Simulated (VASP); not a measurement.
Set up this calculation in VASP 6.6.1, as the native input.

* Task: electric field gradients
* Functional: PBE
* Potentials or basis: VASP PAW PBE potentials, release 64 (Fe)
* Cutoff: 520 eV
* k mesh: 17 × 17 × 10
* Occupations: fermi-dirac, width 0.08 eV
* Spin: no spin polarisation
* Dipole correction: no
* Further INCAR settings: ALGO = Normal; EDIFF = 1e-08; NBANDS = 15

The structure of Fe lies in POSCAR:

```
Fe
1.0
    2.4260165292      0.0000000000      0.0000000000
   -1.2130082646      2.1009919443      0.0000000000
    0.0000000000      0.0000000000      3.8290850949
Fe
2
Direct
    0.3333333333      0.6666666667      0.2500000000
    0.6666666667      0.3333333333      0.7500000000
```

This cell differs from its parent crystal: volume scaled by 0.99.

One way to write it, as run:

INCAR

```
PREC     = Accurate       # precision mode
ENCUT    = 520            # plane-wave cutoff, eV
EDIFF    = 1E-8           # SCF threshold, eV
ISMEAR   = -1             # smearing method
SIGMA    = 0.08           # smearing width, eV
LREAL    = F              # projectors in reciprocal space
LASPH    = T              # aspherical terms in the spheres
NELM     = 100            # most SCF steps
ALGO     = Normal         # electronic algorithm
ISIF     = 2              # what is computed and relaxed
LWAVE    = F              # write WAVECAR
LCHARG   = F              # write CHGCAR
GGA      = PE             # functional
LEFG     = T            
NBANDS   = 15             # bands
```

KPOINTS

```
Automatic mesh
0
Gamma
  17 17 10
```

Potentials or basis: VASP PAW PBE potentials, release 64 (Fe).

Run with:

```console
$ cat potpaw_PBE.64/Fe/POTCAR > POTCAR
$ mpirun -np 1 vasp_std > vasp.out
```

It gave:

* Pressure: 13.6 GPa
* Band gap on the k mesh: zero (band 8 reaches 8.30 eV, above the bottom of band 9 at 6.36 eV)

Caveat: without QUAD_EFG the Cq values of the log hold for a quadrupole moment of 1 mb, not for the nuclei; the run has no spin polarisation, though such a crystal can be magnetic.

Wall time 39 s on 1 thread of AMD EPYC 7R13 Processor (Zen 3), on a shared host, peak memory 0.13 GiB.
